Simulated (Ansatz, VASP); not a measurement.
Two plane-wave programs on B5N

Contents of INCAR:

```
SYSTEM = B5N
PREC = Accurate ; ENCUT = 520
EDIFF = 1E-6 ; ISMEAR = 0
SIGMA = 0.1 ; LREAL = .FALSE.
LASPH = .TRUE. ; NELM = 150
ALGO = Normal ; ISIF = 2
LWAVE = .FALSE. ; LCHARG = .FALSE.
ISPIN = 2 ; MAGMOM = 0 0 0 0 0 1
LORBIT = 11 ; GGA = PE
NBANDS = 23
```

The input KPOINTS:

```
regular mesh
0
G
  6 6 6
  0 0 0
```

File POSCAR:

```
B5N
1.0
    3.9202774600      0.0000000000      0.0000000000
   -1.9601387300      3.3950598700      0.0000000000
    0.0000000000      0.0000000000      3.6636087100
B N
5 1
Direct
    0.6647854400      0.6647854400      0.0000000000
    0.3333333300      0.6666666700      0.5000000000
    0.0000000000      0.3352145600      0.0000000000
    0.3352145600      0.0000000000      0.0000000000
    0.6666666700      0.3333333300      0.5000000000
    0.0000000000      0.0000000000      0.5000000000
```

Input for Ansatz:

```yaml
crystal:
  lattice:
    - [3.92027746, 0.0, 0.0]
    - [-1.96013873, 3.39505987, 0.0]
    - [0.0, 0.0, 3.66360871]
  atoms:
    - { symbol: B, position: [0.66478544, 0.66478544, 0.0] }
    - { symbol: B, position: [0.33333333, 0.66666667, 0.5] }
    - { symbol: B, position: [0.0, 0.33521456, 0.0] }
    - { symbol: B, position: [0.33521456, 0.0, 0.0] }
    - { symbol: B, position: [0.66666667, 0.33333333, 0.5] }
    - { symbol: "N", position: [0.0, 0.0, 0.5], spin: 1.0 }
basis:
  ecutwfc: 420
kpoints:
  mp_grid: { grid: [6, 6, 6] }
hamiltonian:
  xc: pbe
scf:
  occupations: { method: gaussian, width: 0.1 }
  lower_state_search: "off"
output:
  forces: true
  stress: true
  eigenvalues: true
  populations: true
magnetization:
  spin_polarized: true
```

Change from the starting cell: species swapped into the MgPd5 type (P-62m, No. 189).

Alike in both runs: task single point; functional PBE; k mesh 6 × 6 × 6; occupations gaussian, width 0.1 eV; collinear spin.

|  | VASP | Ansatz |
| --- | --- | --- |
| version | VASP 6.6.1 | Ansatz 0.2.0 |
| potentials or method | VASP PAW PBE potentials, release 64 (B, N), cutoff 520 eV | scalar-relativistic, plane waves, PAW |
| valence electrons in the cell | 20 | 20 |

|  | VASP | Ansatz | Ansatz less VASP |
| --- | --- | --- | --- |
| gap on the k mesh at the Fermi level (eV) | none | none | - |
| rms of the force components (eV/Å) | 0.350 | 0.349 | -0.0007 |
| net moment per atom (μB) | 0.00 | 0.00 | 0.000 |

Atom by atom the forces differ by 0.001 eV/Å (rms over components). A gap of «none» marks a metal or a gap that the smearing closes. With one functional, cell and mesh, what is left measures potentials, basis and numerics. Ansatz's warnings: seeded moment not kept.
